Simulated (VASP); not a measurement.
# Al (P6_3/mmc) in VASP: notebook, part 2 of 2

VASP 6.6.1. Earlier steps stand in the parts before.

**3. Relaxation of shape and atoms at fixed volume, PBEsol+D3(BJ) (volume scaled by 1.10)**

The input, INCAR:

```
  PREC = Accurate
  ENCUT = 600
  EDIFF = 1E-6
  ISMEAR = 0
  SIGMA = 0.1
  LREAL = F
  LASPH = T
  NELM = 80
  ALGO = Fast
  ISIF = 4
  LWAVE = F
  LCHARG = F
  GGA = PS
  IVDW = 12
  IBRION = 2
  NSW = 50
  EDIFFG = -0.01
```

The input, KPOINTS:

```
regular mesh
0
Gamma
  18 18 6
```

The input, POSCAR:

```
Al
1.0
    2.8900702085      0.0000000000      0.0000000000
   -1.4450351043      2.5028742192      0.0000000000
    0.0000000000      0.0000000000      9.4992197903
Al
4
Direct
    0.0000000000      0.0000000000      0.0000000000
    0.3333333333      0.6666666667      0.2500000000
    0.0000000000      0.0000000000      0.5000000000
    0.6666666667      0.3333333333      0.7500000000
```

Potentials or basis: VASP PAW PBE potentials, release 64 (Al).

Started as:

```
> cat potpaw_PBE.64/Al/POTCAR > POTCAR
> mpirun -np 1 vasp_std > vasp.out
```

OUTCAR:

```text
PREC = Accurate
   ENCUT = 600
   EDIFF = 1E-6
   ISMEAR = 0
   LREAL = F
   LASPH = T
   NELM = 80
   ISIF = 4
   GGA = PS
   IVDW = 12
   IBRION = 2
   NSW = 50
   EDIFFG = -0.01
 IVDW          = 12

 ion  position               nearest neighbor table
   1  0.000  0.000  0.000-   2 2.90   4 2.90   2 2.90   4 2.90   4 2.90   2 2.90
   2  0.333  0.667  0.250-   1 2.90   3 2.90   1 2.90   3 2.90   1 2.90   3 2.90
   3  0.000  0.000  0.500-   2 2.90   4 2.90   2 2.90   4 2.90   4 2.90   2 2.90
   4  0.667  0.333  0.750-   1 2.90   3 2.90   1 2.90   3 2.90   1 2.90   3 2.90

  LATTYP: Found a hexagonal cell.
 ALAT       =     2.8900702085
 C/A-ratio  =     3.2868474137

  Lattice vectors:

 A1 = (   2.8900702085,   0.0000000000,   0.0000000000)
 A2 = (  -1.4450351043,   2.5028742192,   0.0000000000)
 A3 = (   0.0000000000,   0.0000000000,   9.4992197903)

Analysis of symmetry for initial positions (statically):
=====================================================================
 Subroutine PRICEL returns:
 Original cell was already a primitive cell.

 Routine SETGRP: Setting up the symmetry group for a
 hexagonal supercell.

 Subroutine GETGRP returns: Found 24 space group operations
 (whereof 12 operations were pure point group operations)
 out of a pool of 24 trial point group operations.

The static configuration has the point symmetry D_3d.
 The point group associated with its full space group is D_6h.

Analysis of symmetry for dynamics (positions and initial velocities):
=====================================================================
 Subroutine PRICEL returns:
 Original cell was already a primitive cell.

 Routine SETGRP: Setting up the symmetry group for a
 hexagonal supercell.

 Subroutine GETGRP returns: Found 24 space group operations
 (whereof 12 operations were pure point group operations)
 out of a pool of 24 trial point group operations.

The dynamic configuration has the point symmetry D_3d.
 The point group associated with its full space group is D_6h.

 Subroutine INISYM returns: Found 24 space group operations
 (whereof 12 operations are pure point group operations),
[... 134 lines left out ...]
 Gauss-broadening in eV      SIGMA  =   0.10
  energy-cutoff  :      600.00
  volume of cell :       68.71
 maximum number of plane-waves:      2316
 NGX is ok and might be reduce to    24
   NGX = 11   NGY = 11   NGZ = 37

 number of electron      12.0000000 magnetization

 Free energy of the ion-electron system (eV)
  ---------------------------------------------------
  ext. energy  EPLUGINS =         0.00000000
  ---------------------------------------------------
  free energy    TOTEN  =       -16.27313816 eV

  energy without entropy =      -16.26551336  energy(sigma->0) =      -16.26932576

 E-fermi :   7.5326     XC(G=0): -10.1117

 val. band max:        7.5138479111   @ k =   0.2778   0.2222   0.0000
 cond. band min:       7.5437245276   @ k =   0.3333   0.0556   0.1667
 fundamental gap:      0.0298766165
 Fermi energy:         7.5326075697

 k-point     1 :       0.0000    0.0000    0.0000
  band No.  band energies     occupation
      1      -3.3192      2.00000
      2      -1.6913      2.00000
      3      -1.6846      2.00000
      4       3.0698      2.00000
      5       3.1372      2.00000
      6      10.7698      0.00000
      7      10.7800      0.00000
      8      17.9584      0.00000
      9      17.9853      0.00000
     10      18.1909      0.00000
[... 287 lines left out ...]
 k-point    24 :       0.3889    0.1111    0.0000
  band No.  band energies     occupation
      1       1.4834      2.00000
      2       3.0419      2.00000
      3       3.0509      2.00000
      4       3.9889      2.00000
      5       5.5554      2.00000
      6       5.5968      2.00000
      7       7.6569      0.07876
      8       7.8976      0.00000
      9       9.8337      0.00000
     10      10.0813      0.00000

 [... further k-points ...]

------------------------ aborting loop because EDIFF is reached ----------------------------------------

 Edisp (eV)   -1.21865

 E8    (eV) :    -0.8206

  FORCE on cell =-STRESS in cart. coord.  units (eV):
  Direction    XX          YY          ZZ          XY          YZ          ZX
  --------------------------------------------------------------------------------------
  -------------------------------------------------------------------------------------
  Total      -2.98340    -2.98340    -2.95319     0.00000     0.00000     0.00000
  in kB     -69.56444   -69.56444   -68.85994     0.00000     0.00000     0.00000
  external pressure =      -69.33 kB  Pullay stress =        0.00 kB

 VOLUME and BASIS-vectors are now :
 -----------------------------------------------------------------------------
  energy-cutoff  :      600.00
  volume of cell :       68.71
      direct lattice vectors                 reciprocal lattice vectors
     2.890070209  0.000000000  0.000000000     0.346012355  0.199770327  0.000000000
    -1.445035104  2.502874219  0.000000000     0.000000000  0.399540653  0.000000000
     0.000000000  0.000000000  9.499219790     0.000000000  0.000000000  0.105271804

 POSITION                                       TOTAL-FORCE (eV/Angst)
 -----------------------------------------------------------------------------------
      0.00000      0.00000      0.00000         0.000000      0.000000      0.000000
     -0.00000      1.66858      2.37480         0.000000     -0.000000      0.000000
      0.00000      0.00000      4.74961         0.000000      0.000000      0.000000
      1.44504      0.83429      7.12441        -0.000000      0.000000     -0.000000
 -----------------------------------------------------------------------------------
    total drift:                               -0.000000      0.000000      0.000000

  FREE ENERGIE OF THE ION-ELECTRON SYSTEM (eV)
  ---------------------------------------------------
  free  energy   TOTEN  =       -17.4917835127 eV

  energy  without entropy=      -17.4841587096  energy(sigma->0) =      -17.48797111

 reached required accuracy - stopping structural energy minimisation
```

CONTCAR:

```text
Al
   1.00000000000000
     2.8900702085000001    0.0000000000000000    0.0000000000000000
    -1.4450351043000000    2.5028742192000002    0.0000000000000000
     0.0000000000000000    0.0000000000000000    9.4992197902999997
  Al
     4
Direct
     0.0000000000000000    0.0000000000000000    0.0000000000000000
     0.3333333332999970    0.6666666667000030    0.2500000000000000
     0.0000000000000000    0.0000000000000000    0.5000000000000000
     0.6666666667000030    0.3333333332999970    0.7500000000000000

  0.00000000E+00  0.00000000E+00  0.00000000E+00
  0.00000000E+00  0.00000000E+00  0.00000000E+00
  0.00000000E+00  0.00000000E+00  0.00000000E+00
  0.00000000E+00  0.00000000E+00  0.00000000E+00
```

It took 64 s on 1 thread of Intel Xeon 6975P-C, shared host; peak memory 0.27 GiB.

Results:

```
Free energy                : -17.4918 eV
Pressure after relaxing    : -6.9 GPa
Band gap on the k mesh     : zero (band 6 reaches 11.31 eV, above the bottom of band 7 at 6.03 eV)
Dispersion energy per atom : -0.305 eV
```

Final structure:
```xyz
4
Lattice="2.8901 0.0000 0.0000 -1.4450 2.5029 0.0000 0.0000 0.0000 9.4992" Properties=species:S:1:pos:R:3 pbc="T T T"
Al    0.0000    0.0000    0.0000
Al    0.0000    1.6686    2.3748
Al    0.0000    0.0000    4.7496
Al    1.4450    0.8343    7.1244
```

Caveat: the cell differs from its parent crystal (volume scaled by 1.10); the relaxation stopped at its first step, so nothing moved; the PAW data sets were made with another functional, which shifts forces and pressure a little; pairwise dispersion overbinds metals, which lowers pressure and volume.

**4. Relaxation of shape and atoms at fixed volume, PBEsol+D3(BJ) (volume scaled by 0.88)**

The input, INCAR:

```
SYSTEM = Al
PREC = Accurate
ENCUT = 600
EDIFF = 1E-7
ISMEAR = 0
SIGMA = 0.1
LREAL = .False.
LASPH = .True.
NELM = 80
ALGO = Normal
ISIF = 4
LWAVE = .False.
LCHARG = .False.
GGA = PS
IVDW = 12
IBRION = 2
NSW = 50
EDIFFG = -0.01
```

The input, KPOINTS:

```
regular mesh
0
Gamma
  18 18 6
  0 0 0
```

The input, POSCAR:

```
Al
1.0
    2.6842667423      0.0000000000      0.0000000000
   -1.3421333712      2.3246431894      0.0000000000
    0.0000000000      0.0000000000      8.8093399298
Al
4
Direct
    0.0000000000      0.0000000000      0.0000000000
    0.3333333333      0.6666666667      0.2500000000
    0.0000000000      0.0000000000      0.5000000000
    0.6666666667      0.3333333333      0.7500000000
```

Started as:

```
> cat potpaw_PBE.64/Al/POTCAR > POTCAR
> mpirun -np 1 vasp_std > vasp.out
```

Wall time 56 s (1 thread of Intel Xeon 6975P-C, shared host); peak memory 0.24 GiB.

The run converged. Its results:

```
Free energy                : -17.3179 eV
Pressure after relaxing    : 15.2 GPa
Band gap on the k mesh     : zero (band 6 reaches 14.17 eV, above the bottom of band 7 at 8.33 eV)
Dispersion energy per atom : -0.382 eV
```

Final structure:
```yaml
crystal:
  lattice:
    - [2.68427, 0.00000, 0.00000]
    - [-1.34213, 2.32464, 0.00000]
    - [0.00000, 0.00000, 8.80934]
  atoms:
    - { symbol: Al, position: [0.00000, 0.00000, 0.00000] }
    - { symbol: Al, position: [0.33333, 0.66667, 0.25000] }
    - { symbol: Al, position: [0.00000, 0.00000, 0.50000] }
    - { symbol: Al, position: [0.66667, 0.33333, 0.75000] }
```

Levels at points of the mesh, in eV from the Fermi level:
| k point | band 3 | band 4 | band 5 | band 6 | band 7 | band 8 | band 9 | band 10 |
| --- | --- | --- | --- | --- | --- | --- | --- | --- |
| (0.00, 0.00, 0.00) | -10.53 | -5.34 | -4.68 | 3.74 | 3.75 | 12.13 | 12.16 | 12.20 |
| (0.50, 0.00, 0.00) | -4.43 | -4.40 | -3.50 | -3.47 | 0.79 | 1.12 | 1.69 | 2.03 |
| (0.00, 0.00, 0.50) | -8.22 | -8.22 | -0.99 | -0.99 | 9.08 | 9.08 | 12.36 | 12.36 |
| (0.50, 0.00, 0.50) | -5.26 | -5.26 | -2.02 | -2.02 | -1.29 | -1.29 | 4.93 | 4.93 |

Caveat: the cell differs from its parent crystal (volume scaled by 0.88); the relaxation stopped at its first step, so nothing moved; the PAW data sets were made with another functional, which shifts forces and pressure a little; pairwise dispersion overbinds metals, which lowers pressure and volume.

**5. Single point, PBEsol+D3(BJ)**

This run uses another cell than the first one, of 15.90 Å³/atom, 0.960 times its volume.

The input, INCAR:

```
ALGO = Normal
EDIFF = 1E-6
ENCUT = 500
GGA = PS
GGA_COMPAT = F
ISIF = 2
ISMEAR = 0
IVDW = 12
LASPH = T
LCHARG = T
LELF = T
LREAL = F
LVHAR = T
LWAVE = F
NBANDS = 14
NELM = 120
PREC = Accurate
SIGMA = 0.1
```

The input, KPOINTS:

```
k-points
0
Gamma
  6 6 2
```

The input, POSCAR:

```
Al
1.0
    2.8270770242      0.0000000000      0.0000000000
   -1.4135385121      2.4483205214      0.0000000000
    0.0000000000      0.0000000000      9.1859930700
Al
4
Direct
    0.0000000000      0.0000000000      0.0000000000
    0.3333333300      0.6666666700      0.2500000000
    0.0000000000      0.0000000000      0.5000000000
    0.6666666700      0.3333333300      0.7500000000
```

Started as:

```
> cat potpaw_PBE.64/Al/POTCAR > POTCAR
> mpirun -np 1 vasp_std > vasp.out
```

Wall time 13 s (1 thread of Intel Xeon Platinum 8375C at 2.90GHz (Ice Lake), shared host); peak memory 0.19 GiB.

The run converged. Its results:

| Property | Result |
| --- | --- |
| Free energy | -17.6814 eV |
| Pressure | -1.4 GPa |
| Band gap on the k mesh | zero (band 6 reaches 12.31 eV, above the bottom of band 7 at 6.98 eV) |
| Dispersion energy per atom | -0.330 eV |

Stress tensor (GPa, compression positive):
```
-2.44  0.00  0.00
 0.00 -2.44  0.00
 0.00  0.00  0.69
```

Levels at points of the mesh, in eV from the Fermi level:
```csv
k point,band 2,band 3,band 4,band 5,band 6,band 7,band 8,band 9,band 10,band 11
"(0.00, 0.00, 0.00)",-9.56,-9.56,-4.61,-4.29,3.69,3.71,10.95,10.95,11.11,11.11
"(0.50, 0.00, 0.00)",-5.23,-3.94,-3.88,-3.29,-3.21,0.92,1.36,1.51,1.83,5.79
"(0.00, 0.00, 0.50)",-10.86,-7.41,-7.41,-0.72,-0.72,8.68,8.68,11.28,11.28,11.28
"(0.50, 0.00, 0.50)",-4.90,-4.82,-4.82,-1.79,-1.79,-1.12,-1.12,4.83,4.83,4.90
```

Caveat: the k points lie up to 0.43 Å⁻¹ apart; the PAW data sets were made with another functional, which shifts forces and pressure a little; pairwise dispersion overbinds metals, which lowers pressure and volume.

**6. Summary**

| task | cell | k mesh | cutoff (eV) | gap on the mesh (eV) | pressure (GPa) |
| --- | --- | --- | --- | --- | --- |
| relaxation of shape and atoms at fixed volume | relaxed from a = 2.856, b = 2.856, c = 9.373 Å, angles 90.0, 90.0, 120.0°, 4 atoms | 18 × 18 × 6 | 600 | none | -4.6 |
| relaxation of shape and atoms at fixed volume | relaxed from a = 2.890, b = 2.890, c = 9.499 Å, angles 90.0, 90.0, 120.0°, 4 atoms | 18 × 18 × 6 | 600 | none | -6.9 |
| relaxation of shape and atoms at fixed volume | relaxed from a = 2.684, b = 2.684, c = 8.809 Å, angles 90.0, 90.0, 120.0°, 4 atoms | 18 × 18 × 6 | 600 | none | 15.2 |
| single point | a = 2.827, b = 2.827, c = 9.186 Å, angles 90.0, 90.0, 120.0°, 4 atoms | 6 × 6 × 2 | 500 | none | -1.4 |

Alike in all rows: level PBEsol+D3(BJ); potentials or basis VASP PAW PBE potentials, release 64 (Al); no spin polarisation; smearing gaussian 0.1 eV.

Caveats: some runs use coarse meshes; the PAW data sets were made with another functional, which shifts forces and pressure a little; pairwise dispersion overbinds metals, which lowers pressure and volume; the relaxation stopped at its first step, so nothing moved (some runs).

Total energies depend on the potentials used, so only differences within one code and one set of settings carry meaning.
